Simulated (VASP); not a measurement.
# In2O3 (R-3c) in VASP: single point with PBEsol

Aim: the single point of In2O3 with PBEsol.

Program: VASP 6.6.1. These are calculated values, not measurements. Logs are shortened: lines on timing, memory, paths and dates and some standing lists are left out, and cuts for length are marked.

**1. The cell of the first run**

The structure is trigonal, space group R-3c (No. 167). Conventional cell: a = 5.512 Å, b = 5.512 Å, c = 13.516 Å, α = 90.00°, β = 90.00°, γ = 120.00°. In (site symmetry 3) has 6 O at 2.11 to 2.18 Å and 1 In at 2.90 Å within 3.0 Å. O (site symmetry 2) has 4 In at 2.11 to 2.18 Å and 8 O at 2.80 to 2.98 Å within 3.0 Å.

**2. Single point, PBEsol (engineering shear strain xy +0.0000, normal strain along z -0.0700)**

INCAR reads:

```
SYSTEM = In2O3
PREC     = Accurate       ! precision mode
ENCUT    = 520            ! plane-wave cutoff, eV
EDIFF    = 1E-7           ! SCF threshold, eV
ISMEAR   = 0              ! smearing method
SIGMA    = 0.05           ! smearing width, eV
LREAL    = .FALSE.        ! projectors in reciprocal space
LASPH    = .TRUE.         ! aspherical terms in the spheres
NELM     = 100            ! most SCF steps
ALGO     = Normal         ! electronic algorithm
ISIF     = 2              ! what is computed and relaxed
LWAVE    = .FALSE.        ! write WAVECAR
LCHARG   = .FALSE.        ! write CHGCAR
GGA      = PS             ! functional
NBANDS   = 55             ! bands
```

KPOINTS reads:

```
regular mesh
0
G
  6 6 6
  0 0 0
```

POSCAR reads:

```
In2O3
1.0
    2.7559971599      1.5911757021      4.5054112629
   -2.7559971599      1.5911757021      4.5054112629
    0.0000000000     -3.1823514043      4.5054112629
In O
4 6
Direct
    0.3574536553      0.3574536553      0.3574536553
    0.1425463447      0.1425463447      0.1425463447
    0.6425463447      0.6425463447      0.6425463447
    0.8574536553      0.8574536553      0.8574536553
    0.5458387896      0.9541612104      0.2500000000
    0.2500000000      0.5458387896      0.9541612104
    0.9541612104      0.2500000000      0.5458387896
    0.4541612104      0.0458387896      0.7500000000
    0.7500000000      0.4541612104      0.0458387896
    0.0458387896      0.7500000000      0.4541612104
```

Potentials or basis: VASP PAW PBE potentials, release 64 (In_d, O).

Command:

```
cat potpaw_PBE.64/In_d/POTCAR potpaw_PBE.64/O/POTCAR > POTCAR
mpirun -np 1 vasp_std > vasp.out
```

OUTCAR:

```text
SYSTEM = In2O3
   PREC = Accurate
   ENCUT = 520
   EDIFF = 1E-7
   ISMEAR = 0
   LREAL = .FALSE.
   LASPH = .TRUE.
   NELM = 100
   ISIF = 2
   GGA = PS

 ion  position               nearest neighbor table
   1  0.357  0.357  0.357-   9 2.11   8 2.11  10 2.11   7 2.18   6 2.18   5 2.18   2 2.90   3 3.25
                             3 3.25   3 3.25   2 3.56   2 3.56   2 3.56   3 3.85   4 3.90   4 3.90
   2  0.143  0.143  0.143-  10 2.11   8 2.11   9 2.11   6 2.18   7 2.18   5 2.18   1 2.90   4 3.25
                             4 3.25   4 3.25   1 3.56   1 3.56   1 3.56   4 3.85   3 3.90   3 3.90
   3  0.643  0.643  0.643-   6 2.11   5 2.11   7 2.11  10 2.18   9 2.18   8 2.18   4 2.90   1 3.25
                             1 3.25   1 3.25   4 3.56   4 3.56   4 3.56   1 3.85   2 3.90   2 3.90
   4  0.857  0.857  0.857-   7 2.11   5 2.11   6 2.11   9 2.18  10 2.18   8 2.18   3 2.90   2 3.25
                             2 3.25   2 3.25   3 3.56   3 3.56   3 3.56   2 3.85   1 3.90   1 3.90
   5  0.546  0.954  0.250-   3 2.11   4 2.11   1 2.18   2 2.18
   6  0.250  0.546  0.954-   3 2.11   4 2.11   2 2.18   1 2.18
   7  0.954  0.250  0.546-   4 2.11   3 2.11   1 2.18   2 2.18
   8  0.454  0.046  0.750-   1 2.11   2 2.11   3 2.18   4 2.18
   9  0.750  0.454  0.046-   1 2.11   2 2.11   4 2.18   3 2.18
  10  0.046  0.750  0.454-   2 2.11   1 2.11   3 2.18   4 2.18

  LATTYP: Found a trigonal (rhomboedric) cell.
 ALAT       =     5.5159850533
 COS(alpha) =     0.5007232235

  Lattice vectors:

 A1 = (   2.7559971599,   1.5911757021,   4.5054112629)
 A2 = (  -2.7559971599,   1.5911757021,   4.5054112629)
 A3 = (   0.0000000000,  -3.1823514043,   4.5054112629)

Analysis of symmetry for initial positions (statically):
=====================================================================
 Subroutine PRICEL returns:
 Original cell was already a primitive cell.

 Routine SETGRP: Setting up the symmetry group for a
 trigonal (rhombohedral) supercell.

 Subroutine GETGRP returns: Found 12 space group operations
 (whereof  6 operations were pure point group operations)
 out of a pool of 12 trial point group operations.

The static configuration has the point symmetry S_6 .
 The point group associated with its full space group is D_3d.

Analysis of symmetry for dynamics (positions and initial velocities):
=====================================================================
 Subroutine PRICEL returns:
 Original cell was already a primitive cell.

 Routine SETGRP: Setting up the symmetry group for a
 trigonal (rhombohedral) supercell.

 Subroutine GETGRP returns: Found 12 space group operations
 (whereof  6 operations were pure point group operations)
 out of a pool of 12 trial point group operations.

The dynamic configuration has the point symmetry S_6 .
 The point group associated with its full space group is D_3d.

 Subroutine INISYM returns: Found 12 space group operations
 (whereof  6 operations are pure point group operations),
 and found     1 'primitive' translations

----------------------------------------------------------------------------------------

                                     Primitive cell

  volume of cell :     118.5448

  direct lattice vectors                    reciprocal lattice vectors
     2.755997160  1.591175702  4.505411263     0.181422538  0.104744351  0.073985107
    -2.755997160  1.591175702  4.505411263    -0.181422538  0.104744351  0.073985107
     0.000000000 -3.182351404  4.505411263     0.000000000 -0.209488703  0.073985107

  length of vectors
     5.515985053  5.515985053  5.515985053     0.222169558  0.222169558  0.222169558

  position of ions in fractional coordinates (direct lattice)
     0.357453655  0.357453655  0.357453655
     0.142546345  0.142546345  0.142546345
     0.642546345  0.642546345  0.642546345
     0.857453655  0.857453655  0.857453655
     0.545838790  0.954161210  0.250000000
     0.250000000  0.545838790  0.954161210
     0.954161210  0.250000000  0.545838790
     0.454161210  0.045838790  0.750000000
     0.750000000  0.454161210  0.045838790
     0.045838790  0.750000000  0.454161210

  ion indices of the primitive-cell ions
   primitive index   ion index
                 1           1
                 2           2
                 3           3
                 4           4
                 5           5
                 6           6
                 7           7
                 8           8
                 9           9
                10          10

----------------------------------------------------------------------------------------

 KPOINTS: regular mesh

Automatic generation of k-mesh.
 Grid dimensions read from file:
 generate k-points for:    6    6    6

 Generating k-lattice:

  Cartesian coordinates                     Fractional coordinates (reciprocal lattice)
     0.030237090  0.017457392  0.012330851     0.166666667  0.000000000 -0.000000000
    -0.030237090  0.017457392  0.012330851     0.000000000  0.166666667 -0.000000000
     0.000000000 -0.034914784  0.012330851     0.000000000  0.000000000  0.166666667

  Length of vectors
     0.037028260  0.037028260  0.037028260

  Shift w.r.t. Gamma in fractional coordinates (k-lattice)
     0.000000000  0.000000000  0.000000000

 Subroutine IBZKPT returns following result:
 ===========================================

 Found     32 irreducible k-points:

 Following reciprocal coordinates:
            Coordinates               Weight
  0.000000  0.000000  0.000000      1.000000
  0.166667 -0.000000  0.000000      6.000000
  0.333333  0.000000  0.000000      6.000000
  0.500000  0.000000  0.000000      3.000000
  0.166667  0.166667  0.000000      6.000000
  0.333333  0.166667  0.000000     12.000000
[... 16 lines left out ...]
  0.500000  0.500000  0.166667      6.000000
 -0.333333  0.500000  0.166667     12.000000
 [... further k-points ...]
   k-points           NKPTS =     32   k-points in BZ     NKDIM =     32   number of bands    NBANDS=     55
   number of dos      NEDOS =    301   number of ions     NIONS =     10
   total plane-waves  NPLWV =  74088
   dimension x,y,z NGX =    42 NGY =   42 NGZ =   42
   dimension x,y,z NGXF=    84 NGYF=   84 NGZF=   84
   ions per type =               4   6
   NGX,Y,Z   is equivalent  to a cutoff of  12.66, 12.66, 12.66 a.u.
   NGXF,Y,Z  is equivalent  to a cutoff of  25.32, 25.32, 25.32 a.u.
 SYSTEM =  In2O3
   PREC   = accura    normal or accurate (medium, high low for compatibility)
   ISTART =      0    job   : 0-new  1-cont  2-samecut
   ICHARG =      2    charge: 1-file 2-atom 10-const
   ISPIN  =      1    spin polarized calculation?
   LNONCOLLINEAR =      F non collinear calculations
   LSORBIT =      F    spin-orbit coupling
   LASPH  =      T    aspherical Exc in radial PAW
   ENCUT  =  520.0 eV  38.22 Ry    6.18 a.u.  10.26 10.26 10.26*2*pi/ulx,y,z
   NELM   =    100;   NELMIN=  2; NELMDL= -5     # of ELM steps
   EDIFF  = 0.1E-06   stopping-criterion for ELM
   LREAL  =      F    real-space projection
   EDIFFG = 0.1E-05   stopping-criterion for IOM
   NSW    =      0    number of steps for IOM
   IBRION =     -1    ionic relax: 0-MD 1-quasi-New 2-CG
   NFREE  =      0    steps in history (QN), initial steepest desc. (CG)
   ISIF   =      2    stress and relaxation
   ISYM   =      2    0-nonsym 1-usesym 2-fastsym
   POTIM  = 0.5000    time-step for ionic-motion
   TEBEG  =    0.0;   TEEND  =   0.0 temperature during run
   PSTRESS=    0.0 pullay stress
   NELECT =      88.0000    total number of electrons
   NUPDOWN=      -1.0000    fix difference up-down
   EMIN   =  10.00;   EMAX   =-10.00  energy-range for DOS
   EFERMI =   0.00;   METHOD = LEGACY
   ISMEAR =     0;   SIGMA  =   0.05  broadening in eV -4-tet -1-fermi 0-gaus
   EFERMI_NEDOS =   21; number of points for ismear=-14 and -15
   IALGO  =     38    algorithm
   IMIX   =      4    mixing-type and parameters
     AMIX     =   0.40;   BMIX     =  1.00
     AMIX_MAG =   1.60;   BMIX_MAG =  1.00
  volume/ion in A,a.u.               =      11.85        80.00
  Fermi-wavevector in a.u.,A,eV,Ry     =   1.482318  2.801176 29.895647  2.197268
  Thomas-Fermi vector in A             =   2.596119
   LORBIT       =      0    0 simple, 1 ext, 2 COOP (PROOUT), +10 PAW based schemes
   GGA     = PS    functional components
   LHFCALC =     F    Hartree Fock is set to
   AEXX    =    0.0000 exact exchange contribution
   IVDW    =     0    specifies the selected vdW correction
   LEPSILON=     F    determine dielectric tensor
   LRPA    =     F    only Hartree local field effects (RPA)
 non-spin polarized calculation
 Gauss-broadening in eV      SIGMA  =   0.05
  energy-cutoff  :      520.00
  volume of cell :      118.54
 maximum number of plane-waves:      3250
 NGX is ok and might be reduce to    42
   NGX = 21   NGY = 21   NGZ = 21

 number of electron      88.0000026 magnetization

 Free energy of the ion-electron system (eV)
  ---------------------------------------------------
  ext. energy  EPLUGINS =         0.00000000
  ---------------------------------------------------
  free energy    TOTEN  =       -58.79489790 eV

  energy without entropy =      -58.79489790  energy(sigma->0) =      -58.79489790

 E-fermi :   6.5632     XC(G=0): -11.8612

 val. band max:        6.3246596585   @ k =  -0.1667   0.1667   0.0000
 cond. band min:       7.7604281908   @ k =   0.0000   0.0000   0.0000
 fundamental gap:      1.4357685324
 Fermi energy:         6.5631674068

 k-point     1 :       0.0000    0.0000    0.0000
  band No.  band energies     occupation
      1     -11.7594      2.00000
      2     -10.6808      2.00000
      3     -10.6808      2.00000
      4     -10.4719      2.00000
      5     -10.4719      2.00000
      6     -10.1917      2.00000
[... 47 lines left out ...]
     54      16.3743      0.00000
[... 1333 lines left out ...]
     54      16.9689      0.00000
     55      17.5587      0.00000

 [... further k-points ...]

------------------------ aborting loop because EDIFF is reached ----------------------------------------

  FORCE on cell =-STRESS in cart. coord.  units (eV):
  Direction    XX          YY          ZZ          XY          YZ          ZX
  --------------------------------------------------------------------------------------
  -------------------------------------------------------------------------------------
  Total        7.6304722      7.6304722     15.9569971      0.0000000     -0.0000000      0.0000000
  in kB      103.1286660    103.1286660    215.6647434      0.0000000     -0.0000000      0.0000000
  external PRESSURE =     140.6406918 kB  Pullay stress =       0.0000000 kB

 VOLUME and BASIS-vectors are now :
 -----------------------------------------------------------------------------
  energy-cutoff  :      520.00
  volume of cell :      118.54
      direct lattice vectors                 reciprocal lattice vectors
     2.755997160  1.591175702  4.505411263     0.181422538  0.104744351  0.073985107
    -2.755997160  1.591175702  4.505411263    -0.181422538  0.104744351  0.073985107
     0.000000000 -3.182351404  4.505411263     0.000000000 -0.209488703  0.073985107

 POSITION                                       TOTAL-FORCE (eV/Angst)
 -----------------------------------------------------------------------------------
      0.00000     -0.00000      4.83143         0.000000     -0.000000      1.035154
      0.00000     -0.00000      1.92669         0.000000      0.000000     -1.035154
      0.00000     -0.00000      8.68481         0.000000      0.000000     -1.035154
      0.00000     -0.00000     11.58954         0.000000     -0.000000      1.035154
     -1.12534      1.59118      7.88447         0.260499     -0.000000      0.000000
     -0.81533     -1.77016      7.88447        -0.130250      0.225599      0.000000
      1.94067      0.17898      7.88447        -0.130250     -0.225599      0.000000
      1.12534     -1.59118      5.63176        -0.260499     -0.000000      0.000000
      0.81533      1.77016      5.63176         0.130250     -0.225599      0.000000
     -1.94067     -0.17898      5.63176         0.130250      0.225599      0.000000
 -----------------------------------------------------------------------------------
    total drift:                               -0.000000     -0.000000      0.000000

  FREE ENERGIE OF THE ION-ELECTRON SYSTEM (eV)
  ---------------------------------------------------
  free  energy   TOTEN  =       -58.7948979043 eV

  energy  without entropy=      -58.7948979043  energy(sigma->0) =      -58.79489790
```

It took 3.9 min on 1 thread of Intel Xeon Platinum 8488C (Sapphire Rapids), shared host; peak memory 0.33 GiB.

Results:

* Free energy: -58.7949 eV
* Pressure: 14.1 GPa
* Largest force: 1.035 eV/Å
* Band gap on the k mesh: 1.44 eV (least direct gap 1.57 eV)

Forces in eV/Å, atoms in the order of the input:
```
In   0.000  0.000  1.035
In   0.000  0.000 -1.035
In   0.000  0.000 -1.035
In   0.000  0.000  1.035
O    0.260  0.000  0.000
O   -0.130  0.226  0.000
O   -0.130 -0.226  0.000
O   -0.260  0.000  0.000
O    0.130 -0.226  0.000
O    0.130  0.226  0.000
```

Caveat: the cell differs from its parent crystal (engineering shear strain xy +0.0000, normal strain along z -0.0700); the cell stands under pressure; the PAW data sets were made with another functional, which shifts forces and pressure a little; spin-orbit coupling is left out, which moves the levels of the heavy elements. A k mesh can miss the band edges.
